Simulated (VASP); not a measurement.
Runs of VASP 6.6.1 on Li2B. The structure is that of space group P6/mmm (No. 191), or close to it. The cells are those of the table. 

| task | potentials or basis | cell | k mesh | cutoff (eV) | second run | gap on the mesh (eV) | pressure (GPa) | relaxed volume (Å³/atom) |
| --- | --- | --- | --- | --- | --- | --- | --- | --- |
| relaxation of cell and atoms | VASP PAW PBE potentials, release 64 (Li_sv, B_h) | relaxed from a = 3.093, b = 3.093, c = 3.348 Å, angles 90.0, 90.0, 120.0°, 3 atoms | 6 × 6 × 6 | 910 | hard_potentials | none | 0.0 | 8.98 |
| relaxation of cell and atoms | VASP PAW PBE potentials, release 64 (Li_sv, B) | relaxed from a = 3.093, b = 3.093, c = 3.348 Å, angles 90.0, 90.0, 120.0°, 3 atoms | 6 × 6 × 6 | 600 | - | none | -0.2 | (a) |
| relaxation of cell and atoms | VASP PAW PBE potentials, release 64 (Li_sv, B) | relaxed from a = 3.887, b = 3.887, c = 2.075 Å, angles 90.0, 90.0, 120.0°, 3 atoms | 12 × 12 × 22 | 600 | - | none | 0.0 | 8.86 |
| single point | VASP PAW PBE potentials, release 64 (Li_sv, B) | a = 3.887, b = 3.887, c = 2.075 Å, angles 90.0, 90.0, 120.0°, 3 atoms | 6 × 6 × 6 | 520 | - | none | - | - |
| single point | VASP PAW PBE potentials, release 64 (Li_sv, B) | a = 3.870, b = 3.870, c = 2.054 Å, angles 90.0, 90.0, 120.0°, 3 atoms | 12 × 12 × 22 | 520 | - | none | - | - |
| single point | VASP PAW PBE potentials, release 64 (Li_sv, B) | a = 3.093, b = 3.093, c = 3.348 Å, angles 90.0, 90.0, 120.0°, 3 atoms | 6 × 6 × 6 | 520 | - | none | - | - |

Alike in all rows: level PBE; no spin polarisation; smearing gaussian 0.1 eV.

Question: Fill in the values left out.

Answer: (a) 8.76.

Caveats: some runs use coarse meshes; the cutoff is under 1.25 times the usual one of these potentials, so pressure, stress and relaxed cells hold a basis-set (Pulay) error (some runs).

A gap of «none» marks levels without a gap at the run's occupations.
